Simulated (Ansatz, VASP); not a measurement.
## ScAl3 in VASP and in Ansatz

Contents of INCAR:

```
PREC     = Accurate       # precision mode
ENCUT    = 600            # plane-wave cutoff, eV
EDIFF    = 1E-7           # SCF threshold, eV
ISMEAR   = -1             # smearing method
SIGMA    = 0.05           # smearing width, eV
LREAL    = F              # projectors in reciprocal space
LASPH    = T              # aspherical terms in the spheres
NELM     = 100            # most SCF steps
ALGO     = Normal         # electronic algorithm
ISIF     = 3              # what is computed and relaxed
LWAVE    = F              # write WAVECAR
LCHARG   = F              # write CHGCAR
GGA      = B5             # functional
ALDAX    = 1.0          
AGGAX    = 1.0          
AGGAC    = 1.0          
ALDAC    = 0.0          
IVDW     = 13             # dispersion correction
VDW_S6   = 1.0          
VDW_S8   = 2.34076671   
VDW_A1   = 0.44488865   
VDW_A2   = 4.0933009    
IBRION   = 2              # ionic algorithm
NSW      = 60             # ionic steps
EDIFFG   = -0.01          # ionic threshold
```

The input KPOINTS:

```
regular mesh
0
Gamma
  7 7 7
```

POSCAR

```
ScAl3
1.0
    4.0878065700      0.0000000000      0.0000000000
    0.0000000000      4.0878065700      0.0000000000
    0.0000000000      0.0000000000      4.0878065700
Sc Al
1 3
Direct
    0.0000000000      0.0000000000      0.0000000000
    0.5000000000      0.5000000000      0.0000000000
    0.0000000000      0.5000000000      0.5000000000
    0.5000000000      0.0000000000      0.5000000000
```

input.yaml

```yaml
crystal:
  lattice:
    - [4.08780657, 0.0, 0.0]
    - [0.0, 4.08780657, 0.0]
    - [0.0, 0.0, 4.08780657]
  atoms:
    - { symbol: Sc, position: [0.0, 0.0, 0.0] }
    - { symbol: Al, position: [0.5, 0.5, 0.0] }
    - { symbol: Al, position: [0.0, 0.5, 0.5] }
    - { symbol: Al, position: [0.5, 0.0, 0.5] }
hamiltonian:
  xc: blyp
  pseudopotentials: { kind: paw }
  dispersion: d4
kpoints:
  mp_grid: { grid: [7, 7, 7] }
scf:
  occupations: { method: fermi_dirac, width: 0.05 }
output:
  forces: true
  stress: true
relax:
  f_tol: 0.01
  max_steps: 40
  cell: { stress_tol: 0.05 }
```

Alike in both runs: task relaxation of cell and atoms; functional BLYP; dispersion D4; k mesh 7 × 7 × 7; occupations fermi-dirac, width 0.05 eV; no spin polarisation.

```csv
,VASP,Ansatz
version,VASP 6.6.1,Ansatz 0.2.0
potentials or method,"VASP PAW PBE potentials, release 64 (Sc_sv, Al)",Ansatz PAW
plane-wave cutoff (eV),600,420
valence electrons in the cell,20,20
```

```tsv
	VASP	Ansatz	Ansatz less VASP
relaxed volume (Å³/atom)	16.64	16.61	-0.030
relaxed cell length with the largest relative difference (Å)	4.052	4.050	-0.0024
```

VASP's potentials were made for PBE, not for BLYP.

Noted on Ansatz's run: the plane-wave basis is chosen anew once the cell has moved, so the energies of steps on either side of that aren't comparable.
